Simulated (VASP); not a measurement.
Runs of VASP 6.6.1 on Si. The structure is hexagonal, space group P6_3/mmc (No. 194). Conventional cell: a = 2.444 Å, b = 2.444 Å, c = 4.152 Å, α = 90.00°, β = 90.00°, γ = 120.00°. Within 3.2 Å of Si (site symmetry -6m2) lie 12 Si at 2.44 to 2.51 Å. 

```csv
k mesh,gap on the mesh (eV),pressure (GPa)
3 × 3 × 2,none,(a)
8 × 8 × 4,none,51.2
5 × 5 × 3,none,49.3
10 × 10 × 6,none,51.2
13 × 13 × 7,none,50.9
6 × 6 × 4,none,49.3
```

Alike in all rows: task single point; level RPBE; potentials or basis VASP PAW PBE potentials, release 64 (Si); no spin polarisation; cell as given; cutoff (eV) 520; smearing fermi-dirac 0.1 eV.

Question: Fill in the values left out.

Answer: (a) 52.1.

Caveats: some runs use coarse meshes; the PAW data sets were made with another functional, which shifts forces and pressure a little.

A gap of «none» marks levels without a gap at the run's occupations.
